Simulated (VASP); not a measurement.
# Ga (I4/mmm) in VASP: a series of runs, part 2 of 2

VASP 6.6.1. Earlier steps stand in the parts before.

## 4. Electric field gradients, PBEsol (volume scaled by 1.01)

The input, INCAR:

```
SYSTEM = Ga
PREC = Accurate
ENCUT = 520
EDIFF = 1E-8
ISMEAR = -1
SIGMA = 0.03
LREAL = .FALSE.
LASPH = .TRUE.
NELM = 80
ALGO = Normal
ISIF = 2
LWAVE = .FALSE.
LCHARG = .FALSE.
GGA = PS
LEFG = .TRUE.
NBANDS = 12
```

The input, KPOINTS:

```
regular mesh
0
G
  16 16 16
  0 0 0
```

The input, POSCAR:

```
Ga
1.0
   -1.4086644861      1.4086644861      2.2364053700
    1.4086644861     -1.4086644861      2.2364053700
    1.4086644861      1.4086644861     -2.2364053700
Ga
1
Direct
    0.0000000000      0.0000000000      0.0000000000
```

Potentials or basis: VASP PAW PBE potentials, release 64 (Ga_d).

The run is started by

```console
$ cat potpaw_PBE.64/Ga_d/POTCAR > POTCAR
$ mpirun -np 1 vasp_std > vasp.out
```

OUTCAR:

```text
SYSTEM = Ga
   PREC = Accurate
   ENCUT = 520
   EDIFF = 1E-8
   ISMEAR = -1
   LREAL = .FALSE.
   LASPH = .TRUE.
   NELM = 80
   ISIF = 2
   GGA = PS

 ion  position               nearest neighbor table
   1  0.000  0.000  0.000-

  LATTYP: Found a body centered tetragonal cell.
 ALAT       =     2.8173289722
 C/A-ratio  =     1.5876068376

  Lattice vectors:

 A1 = (  -1.4086644861,   1.4086644861,   2.2364053700)
 A2 = (   1.4086644861,  -1.4086644861,   2.2364053700)
 A3 = (   1.4086644861,   1.4086644861,  -2.2364053700)

Analysis of symmetry for initial positions (statically):
[... 562 lines left out ...]
    total drift:                                0.000000      0.000000     -0.000000

  FREE ENERGIE OF THE ION-ELECTRON SYSTEM (eV)
  ---------------------------------------------------
  free  energy   TOTEN  =        -3.3385455189 eV

  energy  without entropy=       -3.3380301583  energy(sigma->0) =       -3.33828784

 Electric field gradients (V/A^2)
---------------------------------------------------------------------
 ion       V_xx      V_yy      V_zz      V_xy      V_xz      V_yz
---------------------------------------------------------------------
   1     -10.286   -10.286    20.572    -0.002    -0.002    -0.002
---------------------------------------------------------------------

 Electric field gradients after diagonalization (V/A^2)
 (convention: |V_zz| > |V_xx| > |V_yy|)
----------------------------------------------------------------------
 ion       V_xx      V_yy      V_zz     asymmetry (V_yy - V_xx)/ V_zz
----------------------------------------------------------------------
   1     -10.288   -10.284    20.572       0.000
----------------------------------------------------------------------

           NMR quadrupolar parameters

 Cq : quadrupolar parameter    Cq=e*Q*V_zz/h
 eta: asymmetry parameters     (V_yy - V_xx)/ V_zz
 Q  : nuclear electric quadrupole moment in mb (millibarn)
----------------------------------------------------------------------
 ion       Cq(MHz)       eta       Q (mb)
----------------------------------------------------------------------
   1       0.050       0.000       1.000
----------------------------------------------------------------------
```

OSZICAR:

```text
N       E                     dE             d eps       ncg     rms          rms(c)
DAV:   1     0.430966365546E+02    0.43097E+02   -0.66342E+03  9092   0.191E+03
DAV:   2    -0.131535561298E+01   -0.44412E+02   -0.42677E+02  8940   0.260E+02
DAV:   3    -0.336745044781E+01   -0.20521E+01   -0.20480E+01  9512   0.449E+01
DAV:   4    -0.338435899955E+01   -0.16909E-01   -0.16906E-01  9756   0.433E+00
DAV:   5    -0.338453263926E+01   -0.17364E-03   -0.17364E-03  9844   0.422E-01    0.994E-01
DAV:   6    -0.334704535989E+01    0.37487E-01   -0.62499E-02 10508   0.527E+00    0.462E-01
DAV:   7    -0.333955744019E+01    0.74879E-02   -0.89595E-03 11004   0.169E+00    0.138E-01
DAV:   8    -0.333854331936E+01    0.10141E-02   -0.82068E-04 10820   0.515E-01    0.717E-03
DAV:   9    -0.333854493323E+01   -0.16139E-05   -0.69258E-06 10860   0.436E-02    0.343E-03
DAV:  10    -0.333854559204E+01   -0.65881E-06   -0.29681E-07  9672   0.834E-03    0.213E-04
DAV:  11    -0.333854554601E+01    0.46023E-07   -0.59391E-09  7284   0.124E-03    0.952E-05
DAV:  12    -0.333854551952E+01    0.26492E-07   -0.82039E-10  5720   0.376E-04    0.479E-06
DAV:  13    -0.333854551893E+01    0.58571E-09   -0.16817E-10  5224   0.165E-04
   1 F= -.33385455E+01 E0= -.33382878E+01  d E =-.515361E-03
```

Wall time 30 s (1 thread of Intel Xeon Platinum 8559C (Emerald Rapids), shared host); peak memory 0.19 GiB.

Results:

```
Free energy : -3.3385 eV
Pressure    : 0.1 GPa
```

Stress tensor (GPa, compression positive):
```
 0.29  0.00  0.00
 0.00  0.29  0.00
 0.00  0.00 -0.40
```

Levels at points of the mesh, in eV from the Fermi level:
```csv
k point,band 4,band 5,band 6,band 7,band 8,band 9
"(0.00, 0.00, 0.00)",-14.82,-14.68,-11.52,12.91,12.91,12.94
"(0.50, 0.00, 0.00)",-14.65,-14.61,-4.95,-4.24,8.69,11.82
"(0.50, 0.50, 0.00)",-14.64,-14.53,-2.22,-1.35,4.13,5.03
"(0.50, 0.50, 0.50)",-14.61,-14.61,-3.83,-3.63,6.52,6.52
```

Electric field gradients, principal values (V/Å²):
| atom | least | middle | greatest (by size) |
| --- | --- | --- | --- |
| 1 Ga | -10.284 | -10.288 | 20.572 |

Caveat: without QUAD_EFG the Cq values of the log hold for a quadrupole moment of 1 mb, not for the nuclei; the PAW data sets were made with another functional, which shifts forces and pressure a little.

## 5. Electric field gradients, PBEsol (volume scaled by 1.01)

The input, INCAR:

```
ALGO = Normal
EDIFF = 1E-8
ENCUT = 520
GGA = PS
ISIF = 2
ISMEAR = -1
LASPH = True
LCHARG = False
LEFG = True
LREAL = False
LWAVE = False
NBANDS = 12
NELM = 100
PREC = Accurate
SIGMA = 0.03
```

The input, KPOINTS:

```
k-points
0
Gamma
  16 16 16
```

POSCAR is that of step 4.

Potentials or basis: VASP PAW PBE potentials, release 64 (Ga_d).

The run is started by

```console
$ cat potpaw_PBE.64/Ga_d/POTCAR > POTCAR
$ mpirun -np 1 vasp_std > vasp.out
```

OUTCAR:

```text
EDIFF = 1E-8
   ENCUT = 520
   GGA = PS
   ISIF = 2
   ISMEAR = -1
   LASPH = True
   LREAL = False
   NELM = 100
   PREC = Accurate

 ion  position               nearest neighbor table
   1  0.000  0.000  0.000-

  LATTYP: Found a body centered tetragonal cell.
 ALAT       =     2.8173289722
 C/A-ratio  =     1.5876068376

  Lattice vectors:

 A1 = (  -1.4086644861,   1.4086644861,   2.2364053700)
 A2 = (   1.4086644861,  -1.4086644861,   2.2364053700)
 A3 = (   1.4086644861,   1.4086644861,  -2.2364053700)

Analysis of symmetry for initial positions (statically):
=====================================================================
 Subroutine PRICEL returns:
 Original cell was already a primitive cell.

 Routine SETGRP: Setting up the symmetry group for a
 body centered tetragonal supercell.

 Subroutine GETGRP returns: Found 16 space group operations
 (whereof 16 operations were pure point group operations)
 out of a pool of 16 trial point group operations.

The static configuration has the point symmetry D_4h.

Analysis of symmetry for dynamics (positions and initial velocities):
=====================================================================
 Subroutine PRICEL returns:
 Original cell was already a primitive cell.

 Routine SETGRP: Setting up the symmetry group for a
 body centered tetragonal supercell.

 Subroutine GETGRP returns: Found 16 space group operations
 (whereof 16 operations were pure point group operations)
 out of a pool of 16 trial point group operations.

The dynamic configuration has the point symmetry D_4h.
[... 160 lines left out ...]
      8      18.8774      0.00000
      9      18.9103      0.00000
     10      22.3618      0.00000
     11      22.3618      0.00000
     12      22.9932      0.00000
[... 331 lines left out ...]
 k-point    24 :      -0.0625    0.0625    0.0000
  band No.  band energies     occupation
      1      -8.9868      2.00000
      2      -8.8802      2.00000
      3      -8.8652      2.00000
      4      -8.8439      2.00000
      5      -8.7184      2.00000
      6      -5.3983      2.00000
      7      17.7440      0.00000
      8      18.0286      0.00000
      9      18.3604      0.00000
     10      20.6124      0.00000
     11      23.7440      0.00000
     12      23.7515      0.00000

 [... further k-points ...]

------------------------ aborting loop because EDIFF is reached ----------------------------------------

  FORCE on cell =-STRESS in cart. coord.  units (eV):
  Direction    XX          YY          ZZ          XY          YZ          ZX
  --------------------------------------------------------------------------------------
  -------------------------------------------------------------------------------------
  Total        0.0322977      0.0322977     -0.0439572      0.0000000      0.0000000      0.0000000
  in kB        2.9151227      2.9151227     -3.9674824      0.0000000      0.0000000      0.0000000
  external PRESSURE =       0.6209210 kB  Pullay stress =       0.0000000 kB

 VOLUME and BASIS-vectors are now :
 -----------------------------------------------------------------------------
  energy-cutoff  :      520.00
  volume of cell :       17.75
      direct lattice vectors                 reciprocal lattice vectors
    -1.408664486  1.408664486  2.236405370     0.000000000  0.354946124  0.223573064
     1.408664486 -1.408664486  2.236405370     0.354946124  0.000000000  0.223573064
     1.408664486  1.408664486 -2.236405370     0.354946124  0.354946124  0.000000000

 POSITION                                       TOTAL-FORCE (eV/Angst)
 -----------------------------------------------------------------------------------
      0.00000      0.00000      0.00000         0.000000      0.000000      0.000000
 -----------------------------------------------------------------------------------
    total drift:                                0.000000      0.000000     -0.000000

  FREE ENERGIE OF THE ION-ELECTRON SYSTEM (eV)
  ---------------------------------------------------
  free  energy   TOTEN  =        -3.3385455189 eV

  energy  without entropy=       -3.3380301583  energy(sigma->0) =       -3.33828784

 Electric field gradients (V/A^2)
---------------------------------------------------------------------
 ion       V_xx      V_yy      V_zz      V_xy      V_xz      V_yz
---------------------------------------------------------------------
   1     -10.286   -10.286    20.572    -0.002    -0.002    -0.002
---------------------------------------------------------------------

 Electric field gradients after diagonalization (V/A^2)
 (convention: |V_zz| > |V_xx| > |V_yy|)
----------------------------------------------------------------------
 ion       V_xx      V_yy      V_zz     asymmetry (V_yy - V_xx)/ V_zz
----------------------------------------------------------------------
   1     -10.288   -10.284    20.572       0.000
----------------------------------------------------------------------

           NMR quadrupolar parameters

 Cq : quadrupolar parameter    Cq=e*Q*V_zz/h
 eta: asymmetry parameters     (V_yy - V_xx)/ V_zz
 Q  : nuclear electric quadrupole moment in mb (millibarn)
----------------------------------------------------------------------
 ion       Cq(MHz)       eta       Q (mb)
----------------------------------------------------------------------
   1       0.050       0.000       1.000
----------------------------------------------------------------------
```

stdout:

```text
POSCAR found type information on POSCAR Ga
 POSCAR found :  1 types and       1 ions
 scaLAPACK will be used
 -----------------------------------------------------------------------------
|                                                                             |
|                                                                             |
|     You enforced a specific xc type in the INCAR file but a different       |
|     I HOPE YOU KNOW WHAT YOU ARE DOING!                                     |
|                                                                             |
 -----------------------------------------------------------------------------

 LDA part: xc-table for (Slater+PW92), standard interpolation
 POSCAR, INCAR and KPOINTS ok, starting setup
 FFT: planning ... GRIDC
 FFT: planning ... GRID_SOFT
 FFT: planning ... GRID
 WAVECAR not read
 entering main loop
ion   1
```

Run time: 36 s. Hardware: 1 thread of Intel Xeon Platinum 8559C (Emerald Rapids), shared host; peak memory 0.19 GiB.

Results:

```
Free energy : -3.3385 eV
Pressure    : 0.1 GPa
```

Electric field gradients, principal values (V/Å²):
```csv
atom,least,middle,greatest (by size)
1 Ga,-10.284,-10.288,20.572
```

Caveat: without QUAD_EFG the Cq values of the log hold for a quadrupole moment of 1 mb, not for the nuclei; the PAW data sets were made with another functional, which shifts forces and pressure a little.

## 6. Summary

```tsv
cell	gap on the mesh (eV)	pressure (GPa)
a = 2.924 Å, angles 123.9, 123.9, 83.4°, 1 atom	none	5.2
a = 2.965 Å, angles 123.9, 123.9, 83.4°, 1 atom	none	2.0
a = 2.995 Å, angles 123.9, 123.9, 83.4°, 1 atom	none	0.1
```

Alike in all rows: task electric field gradients; level PBEsol; potentials or basis VASP PAW PBE potentials, release 64 (Ga_d); no spin polarisation; k mesh 16 × 16 × 16; cutoff (eV) 520; smearing fermi-dirac 0.03 eV.

Caveats: the PAW data sets were made with another functional, which shifts forces and pressure a little.

Absolute energies hang on the potentials; compare differences alone.
